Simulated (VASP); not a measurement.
# Mg3Si (I4/mmm) in VASP: further runs

The runs below take Mg3Si through single point, relaxation of cell and atoms, with PBE.

All numbers are computed with VASP 6.6.1; they aren't measurements. Logs are shortened: lines on timing, memory, paths and dates and some standing lists are left out, and cuts for length are marked.

### 1 The cell of the first run

Symmetry: I4/mmm, No. 139, tetragonal system. Conventional cell: a = 5.047 Å, b = 5.047 Å, c = 5.127 Å, α = 90.00°, β = 90.00°, γ = 90.00°. Within 3.4 Å of Mg (site symmetry 4/mmm) lie 2 Si at 2.56 Å and 8 Mg at 2.83 Å. Within 3.4 Å of Mg (site symmetry -4m2) lie 6 Mg at 2.56 to 2.83 Å and 4 Si at 2.83 Å. Within 3.4 Å of Si (site symmetry 4/mmm) lie 10 Mg at 2.56 to 2.83 Å.

The cell was generated, and may not be a known phase.

### 2 Single point, PBE

File INCAR:

```
  ALGO = Normal
  EDIFF = 1E-6
  ENCUT = 520
  GGA = PE
  ISIF = 2
  ISMEAR = 0
  LASPH = True
  LCHARG = False
  LREAL = False
  LWAVE = False
  NBANDS = 13
  NELM = 100
  PREC = Accurate
  SIGMA = 0.1
```

File KPOINTS:

```
k-points
0
Gamma
  6 6 6
```

File POSCAR:

```
Mg3Si
1.0
   -2.5234080600      2.5234080600      2.5632842500
    2.5234080600     -2.5234080600      2.5632842500
    2.5234080600      2.5234080600     -2.5632842500
Mg Si
3 1
Direct
    0.0000000000      0.0000000000      0.0000000000
    0.7500000000      0.2500000000      0.5000000000
    0.2500000000      0.7500000000      0.5000000000
    0.5000000000      0.5000000000      0.0000000000
```

Potentials or basis: VASP PAW PBE potentials, release 64 (Mg, Si).

Command:

```sh
$ cat potpaw_PBE.64/Mg/POTCAR potpaw_PBE.64/Si/POTCAR > POTCAR
$ mpirun -np 1 vasp_std > vasp.out
```

OUTCAR:

```text
EDIFF = 1E-6
   ENCUT = 520
   GGA = PE
   ISIF = 2
   ISMEAR = 0
   LASPH = True
   LREAL = False
   NELM = 100
   PREC = Accurate

 ion  position               nearest neighbor table
   1  0.000  0.000  0.000-   4 2.56   4 2.56   2 2.83   2 2.83   3 2.83   3 2.83   2 2.83   2 2.83
                             3 2.83   3 2.83
   2  0.750  0.250  0.500-   3 2.56   3 2.56   4 2.83   1 2.83   4 2.83   1 2.83   4 2.83   4 2.83
                             1 2.83   1 2.83   3 3.57   3 3.57   3 3.57   3 3.57
   3  0.250  0.750  0.500-   2 2.56   2 2.56   4 2.83   1 2.83   4 2.83   1 2.83   1 2.83   1 2.83
                             4 2.83   4 2.83   2 3.57   2 3.57   2 3.57   2 3.57
   4  0.500  0.500  0.000-   1 2.56   1 2.56   3 2.83   2 2.83   3 2.83   2 2.83   3 2.83   3 2.83
                             2 2.83   2 2.83

  LATTYP: Found a body centered tetragonal cell.
 ALAT       =     5.0468161200
 C/A-ratio  =     1.0158025135

  Lattice vectors:

 A1 = (  -2.5234080600,   2.5234080600,   2.5632842500)
 A2 = (   2.5234080600,  -2.5234080600,   2.5632842500)
 A3 = (   2.5234080600,   2.5234080600,  -2.5632842500)

Analysis of symmetry for initial positions (statically):
=====================================================================
 Subroutine PRICEL returns:
 Original cell was already a primitive cell.

 Routine SETGRP: Setting up the symmetry group for a
 body centered tetragonal supercell.

 Subroutine GETGRP returns: Found 16 space group operations
 (whereof 16 operations were pure point group operations)
 out of a pool of 16 trial point group operations.

The static configuration has the point symmetry D_4h.

Analysis of symmetry for dynamics (positions and initial velocities):
=====================================================================
 Subroutine PRICEL returns:
 Original cell was already a primitive cell.

 Routine SETGRP: Setting up the symmetry group for a
 body centered tetragonal supercell.

 Subroutine GETGRP returns: Found 16 space group operations
 (whereof 16 operations were pure point group operations)
 out of a pool of 16 trial point group operations.

The dynamic configuration has the point symmetry D_4h.

 Subroutine INISYM returns: Found 16 space group operations
 (whereof 16 operations are pure point group operations),
 and found     1 'primitive' translations

----------------------------------------------------------------------------------------

                                     Primitive cell

  volume of cell :      65.2878

  direct lattice vectors                    reciprocal lattice vectors
    -2.523408060  2.523408060  2.563284250     0.000000000  0.198144727  0.195062253
     2.523408060 -2.523408060  2.563284250     0.198144727  0.000000000  0.195062253
     2.523408060  2.523408060 -2.563284250     0.198144727  0.198144727  0.000000000

  length of vectors
     4.393814131  4.393814131  4.393814131     0.278047865  0.278047865  0.280218960

  position of ions in fractional coordinates (direct lattice)
     0.000000000  0.000000000  0.000000000
     0.750000000  0.250000000  0.500000000
     0.250000000  0.750000000  0.500000000
     0.500000000  0.500000000  0.000000000

  ion indices of the primitive-cell ions
   primitive index   ion index
                 1           1
                 2           2
                 3           3
                 4           4

----------------------------------------------------------------------------------------

 KPOINTS: k-points

Automatic generation of k-mesh.
 Grid dimensions read from file:
 generate k-points for:    6    6    6

 Generating k-lattice:

  Cartesian coordinates                     Fractional coordinates (reciprocal lattice)
     0.000000000  0.033024121  0.032510375     0.166666667  0.000000000  0.000000000
     0.033024121  0.000000000  0.032510375     0.000000000  0.166666667  0.000000000
     0.033024121  0.033024121  0.000000000     0.000000000  0.000000000  0.166666667

  Length of vectors
     0.046341311  0.046341311  0.046703160

  Shift w.r.t. Gamma in fractional coordinates (k-lattice)
     0.000000000  0.000000000  0.000000000

 Subroutine IBZKPT returns following result:
 ===========================================

 Found     30 irreducible k-points:

 Following reciprocal coordinates:
            Coordinates               Weight
  0.000000  0.000000  0.000000      1.000000
  0.166667 -0.000000  0.000000      8.000000
  0.333333  0.000000 -0.000000      8.000000
  0.500000  0.000000  0.000000      4.000000
  0.166667  0.166667  0.000000      8.000000
  0.333333  0.166667  0.000000     16.000000
[... 16 lines left out ...]
 -0.333333 -0.333333  0.166667      8.000000
 -0.166667 -0.333333  0.166667      8.000000
 [... further k-points ...]
   k-points           NKPTS =     30   k-points in BZ     NKDIM =     30   number of bands    NBANDS=     13
   number of dos      NEDOS =    301   number of ions     NIONS =      4
   total plane-waves  NPLWV =  46656
   dimension x,y,z NGX =    36 NGY =   36 NGZ =   36
   dimension x,y,z NGXF=    72 NGYF=   72 NGZF=   72
   ions per type =               3   1
   NGX,Y,Z   is equivalent  to a cutoff of  13.62, 13.62, 13.62 a.u.
   NGXF,Y,Z  is equivalent  to a cutoff of  27.24, 27.24, 27.24 a.u.
 SYSTEM =  unknown system
   PREC   = accura    normal or accurate (medium, high low for compatibility)
   ISTART =      0    job   : 0-new  1-cont  2-samecut
   ICHARG =      2    charge: 1-file 2-atom 10-const
   ISPIN  =      1    spin polarized calculation?
   LNONCOLLINEAR =      F non collinear calculations
   LSORBIT =      F    spin-orbit coupling
   LASPH  =      T    aspherical Exc in radial PAW
   ENCUT  =  520.0 eV  38.22 Ry    6.18 a.u.   8.17  8.17  8.17*2*pi/ulx,y,z
   NELM   =    100;   NELMIN=  2; NELMDL= -5     # of ELM steps
   EDIFF  = 0.1E-05   stopping-criterion for ELM
   LREAL  =      F    real-space projection
   EDIFFG = 0.1E-04   stopping-criterion for IOM
   NSW    =      0    number of steps for IOM
   IBRION =     -1    ionic relax: 0-MD 1-quasi-New 2-CG
   NFREE  =      0    steps in history (QN), initial steepest desc. (CG)
   ISIF   =      2    stress and relaxation
   ISYM   =      2    0-nonsym 1-usesym 2-fastsym
   POTIM  = 0.5000    time-step for ionic-motion
   TEBEG  =    0.0;   TEEND  =   0.0 temperature during run
   PSTRESS=    0.0 pullay stress
   NELECT =      10.0000    total number of electrons
   NUPDOWN=      -1.0000    fix difference up-down
   EMIN   =  10.00;   EMAX   =-10.00  energy-range for DOS
   EFERMI =   0.00;   METHOD = LEGACY
   ISMEAR =     0;   SIGMA  =   0.10  broadening in eV -4-tet -1-fermi 0-gaus
   EFERMI_NEDOS =   21; number of points for ismear=-14 and -15
   IALGO  =     38    algorithm
   IMIX   =      4    mixing-type and parameters
     AMIX     =   0.40;   BMIX     =  1.00
     AMIX_MAG =   1.60;   BMIX_MAG =  1.00
  volume/ion in A,a.u.               =      16.32       110.15
  Fermi-wavevector in a.u.,A,eV,Ry     =   0.875920  1.655248 10.438868  0.767235
  Thomas-Fermi vector in A             =   1.995658
   LORBIT       =      0    0 simple, 1 ext, 2 COOP (PROOUT), +10 PAW based schemes
   GGA     = PE    functional components
   LHFCALC =     F    Hartree Fock is set to
   AEXX    =    0.0000 exact exchange contribution
   IVDW    =     0    specifies the selected vdW correction
   LEPSILON=     F    determine dielectric tensor
   LRPA    =     F    only Hartree local field effects (RPA)
 non-spin polarized calculation
 Gauss-broadening in eV      SIGMA  =   0.10
  energy-cutoff  :      520.00
  volume of cell :       65.29
 maximum number of plane-waves:      1776
 NGX is ok and might be reduce to    36
   NGX = 17   NGY = 17   NGZ = 17

 number of electron      10.0000000 magnetization

 Free energy of the ion-electron system (eV)
  ---------------------------------------------------
  ext. energy  EPLUGINS =         0.00000000
  ---------------------------------------------------
  free energy    TOTEN  =        -8.51311110 eV

  energy without entropy =       -8.50721454  energy(sigma->0) =       -8.51016282

 E-fermi :   5.6357     XC(G=0):  -9.8508

 val. band max:        5.5733014082   @ k =  -0.3333   0.1667   0.0000
 cond. band min:       5.6419416930   @ k =  -0.1667   0.1667   0.0000
 fundamental gap:      0.0686402848
 Fermi energy:         5.6357020423

 k-point     1 :       0.0000    0.0000    0.0000
  band No.  band energies     occupation
      1      -4.7396      2.00000
      2       4.0865      2.00000
      3       4.6893      2.00000
      4       4.6893      2.00000
      5       5.1699      2.00000
      6       6.8056      0.00000
      7       7.3944      0.00000
      8       7.3944      0.00000
      9       7.7281      0.00000
     10       7.7356      0.00000
     11       7.7356      0.00000
     12       9.7195      0.00000
     13      11.3596      0.00000

 k-point     2 :       0.1667   -0.0000    0.0000
  band No.  band energies     occupation
      1      -4.4598      2.00000
      2       2.5156      2.00000
      3       4.1225      2.00000
      4       4.2308      2.00000
      5       5.4297      1.99643
      6       6.1909      0.00000
      7       6.9678      0.00000
      8       7.5257      0.00000
      9       8.5568      0.00000
     10       8.6905      0.00000
     11       9.7189      0.00000
     12      10.8816      0.00000
     13      12.7292      0.00000
[... 321 lines left out ...]
 k-point    23 :      -0.3333   -0.3333    0.1667
  band No.  band energies     occupation
      1      -2.7183      2.00000
      2       0.1220      2.00000
      3       1.0554      2.00000
      4       3.1532      2.00000
      5       5.1043      2.00000
      6       5.3662      1.99986
      7       6.6545      0.00000
      8       8.7246      0.00000
      9      10.9836      0.00000
     10      12.4485      0.00000
     11      13.3658      0.00000
     12      14.7483      0.00000
     13      14.9806      0.00000

 k-point    24 :      -0.1667   -0.3333    0.1667
  band No.  band energies     occupation
      1      -3.4483      2.00000
      2       0.6144      2.00000
      3       2.6750      2.00000
      4       2.7727      2.00000
      5       5.1644      2.00000
      6       6.1449      0.00000
      7       6.6263      0.00000
      8       8.0338      0.00000
      9      10.4053      0.00000
     10      10.7649      0.00000
     11      12.6762      0.00000
     12      13.6440      0.00000
     13      14.5562      0.00000

 [... further k-points ...]

------------------------ aborting loop because EDIFF is reached ----------------------------------------

  FORCE on cell =-STRESS in cart. coord.  units (eV):
  Direction    XX          YY          ZZ          XY          YZ          ZX
  --------------------------------------------------------------------------------------
  -------------------------------------------------------------------------------------
  Total        4.4310018      4.4310018     13.3786494      0.0000000      0.0000000      0.0000000
  in kB      108.7378590    108.7378590    328.3153016      0.0000000      0.0000000      0.0000000
  external PRESSURE =     181.9303399 kB  Pullay stress =       0.0000000 kB

 VOLUME and BASIS-vectors are now :
 -----------------------------------------------------------------------------
  energy-cutoff  :      520.00
  volume of cell :       65.29
      direct lattice vectors                 reciprocal lattice vectors
    -2.523408060  2.523408060  2.563284250     0.000000000  0.198144727  0.195062253
     2.523408060 -2.523408060  2.563284250     0.198144727  0.000000000  0.195062253
     2.523408060  2.523408060 -2.563284250     0.198144727  0.198144727  0.000000000

 POSITION                                       TOTAL-FORCE (eV/Angst)
 -----------------------------------------------------------------------------------
      0.00000      0.00000      0.00000        -0.000000      0.000000     -0.000000
     -0.00000      2.52341      1.28164         0.000000     -0.000000      0.000000
      2.52341     -0.00000      1.28164        -0.000000      0.000000      0.000000
      0.00000      0.00000      2.56328        -0.000000      0.000000     -0.000000
 -----------------------------------------------------------------------------------
    total drift:                               -0.000000      0.000000      0.000000

  FREE ENERGIE OF THE ION-ELECTRON SYSTEM (eV)
  ---------------------------------------------------
  free  energy   TOTEN  =        -8.5131110976 eV

  energy  without entropy=       -8.5072145417  energy(sigma->0) =       -8.51016282
```

Run time: 38 s. Hardware: 1 thread of AMD EPYC 7R13, shared host; peak memory 0.18 GiB.

What came out:

| Quantity | Value |
| --- | --- |
| Free energy | -8.5131 eV |
| Pressure | 18.2 GPa |
| Band gap on the k mesh | zero (bands 5 and 6 overlap by 4.29 eV) |

Stress tensor (GPa, compression positive):
```
10.87  0.00  0.00
 0.00 10.87  0.00
 0.00  0.00 32.83
```

Caveat: the stress differs along the axes, from 11 to 33 GPa.

### 3 Single point, PBE

This run uses another cell than the first one, of 20.16 Å³/atom.

File INCAR:

```
SYSTEM = Mg3Si
PREC = Accurate
ENCUT = 520
EDIFF = 1E-7
ISMEAR = 0
SIGMA = 0.1
LREAL = .False.
LASPH = .True.
NELM = 60
ALGO = Normal
ISIF = 2
LWAVE = .False.
LCHARG = .True.
GGA = PE
LELF = .True.
LVHAR = .True.
NBANDS = 13
```

File KPOINTS:

```
regular mesh
0
Gamma
  6 6 6
  0 0 0
```

File POSCAR:

```
Mg3Si
1.0
   -2.5515114216      2.5515114216      3.0965492197
    2.5515114216     -2.5515114216      3.0965492197
    2.5515114216      2.5515114216     -3.0965492197
Mg Si
3 1
Direct
    0.0000000000      0.0000000000      0.0000000000
    0.7500000000      0.2500000000      0.5000000000
    0.2500000000      0.7500000000      0.5000000000
    0.5000000000      0.5000000000      0.0000000000
```

Potentials or basis: VASP PAW PBE potentials, release 64 (Mg, Si).

Command:

```sh
$ cat potpaw_PBE.64/Mg/POTCAR potpaw_PBE.64/Si/POTCAR > POTCAR
$ mpirun -np 1 vasp_std > vasp.out
```

Wall time 48 s (1 thread of AMD EPYC 7R13, shared host); peak memory 0.18 GiB.

It converged, with:

| Item | Value |
| --- | --- |
| Free energy | -9.5498 eV |
| Pressure | -0.1 GPa |
| Band gap on the k mesh | zero (bands 5 and 6 overlap by 2.71 eV) |

Levels at points of the mesh, in eV from the Fermi level:
```tsv
k point	band 2	band 3	band 4	band 5	band 6	band 7	band 8	band 9
(0.00, 0.00, 0.00)	-1.33	-1.20	-0.87	-0.87	0.90	1.25	1.25	2.41
(0.50, 0.00, 0.00)	-5.71	-1.80	-1.39	-1.20	-0.05	1.38	2.03	4.15
(0.50, 0.50, 0.00)	-5.33	-2.75	-2.47	-2.24	-0.55	3.27	4.88	5.16
(0.50, 0.50, 0.50)	-4.58	-3.24	-3.24	-2.87	-1.73	4.23	4.23	5.98
```

### 4 Relaxation of cell and atoms, PBE

File INCAR:

```
  PREC = Accurate
  ENCUT = 600
  EDIFF = 1E-6
  ISMEAR = 0
  SIGMA = 0.1
  LREAL = False
  LASPH = True
  NELM = 60
  ALGO = Fast
  ISIF = 3
  LWAVE = False
  LCHARG = False
  GGA = PE
  IBRION = 2
  NSW = 90
  EDIFFG = -0.04
```

File KPOINTS:

```
Automatic mesh
0
Gamma
  6 6 6
```

File POSCAR:

```
Mg3Si
1.0
   -2.5234080600      2.5234080600      2.5632842500
    2.5234080600     -2.5234080600      2.5632842500
    2.5234080600      2.5234080600     -2.5632842500
Mg Si
3 1
Direct
    0.0000000000      0.0000000000      0.0000000000
    0.7500000000      0.2500000000      0.5000000000
    0.2500000000      0.7500000000      0.5000000000
    0.5000000000      0.5000000000      0.0000000000
```

Command:

```sh
$ cat potpaw_PBE.64/Mg/POTCAR potpaw_PBE.64/Si/POTCAR > POTCAR
$ mpirun -np 1 vasp_std > vasp.out
```

It took 3.4 min on 1 thread of AMD EPYC 7R13, shared host; peak memory 0.19 GiB.

It converged, with:

```yaml
Free_energy: -9.5493 eV
Relaxed_volume: 20.13 Å³/atom
Relaxed_cell: a = 4.749 Å, b = 4.749 Å, c = 4.749 Å, α = 114.85°, β = 114.85°, γ = 99.17°
Space_group_after_relaxing_to_0.1_Å: I4/mmm (No. 139)
Energy_gained_by_relaxing: 258.9 meV/atom
Ionic_steps: 9
Pressure_after_relaxing: 0.0 GPa
Band_gap_on_the_k_mesh: zero (bands 5 and 6 overlap by 2.78 eV)
```

Stress tensor (GPa, compression positive):
```
-0.07  0.00  0.00
 0.00 -0.07  0.00
 0.00  0.00  0.14
```

The path:
```csv
step,energy change (eV),largest force (eV/Å),pressure (GPa),volume (Å³)
1,0.0000,0.0000,18.20,65.29
2,-0.9980,0.0000,-1.35,84.15
3,-1.0026,0.0000,-0.33,82.26
4,-1.0028,0.0000,-0.57,82.68
5,-1.0137,0.0000,-0.30,81.92
6,-1.0260,0.0000,0.32,80.40
7,-1.0176,0.0000,1.94,77.29
8,-1.0289,0.0000,0.77,79.42
9,-1.0357,0.0000,0.00,80.53
```

Final structure:
```
Mg Si
1.0
    -2.55703    2.55703    3.07902
     2.55703   -2.55703    3.07902
     2.55703    2.55703   -3.07902
Mg Si
3 1
Cartesian
  0.0000 0.0000 0.0000
  0.0000 2.5570 1.5395
  2.5570 0.0000 1.5395
  0.0000 0.0000 3.0790
```

Levels at points of the mesh, in eV from the Fermi level:
```tsv
k point	band 1	band 2	band 3	band 4	band 5	band 6	band 7	band 8	band 9
(0.00, 0.00, 0.00)	-9.31	-1.31	-1.20	-0.85	-0.85	0.91	1.28	1.28	2.39
(0.50, 0.00, 0.00)	-7.99	-5.70	-1.81	-1.39	-1.21	-0.06	1.47	2.08	4.11
(0.50, 0.50, 0.00)	-7.74	-5.34	-2.73	-2.44	-2.21	-0.51	3.23	4.86	5.11
(0.50, 0.50, 0.50)	-7.30	-4.54	-3.25	-3.25	-2.87	-1.75	4.23	4.23	5.97
```

Caveat: the volume moved by over 15 % at a fixed basis, so the end points are rough.

(Part 1 of 2 ends here.)

The gap in the log of VASP goes by the Fermi energy; the results here count the filled bands.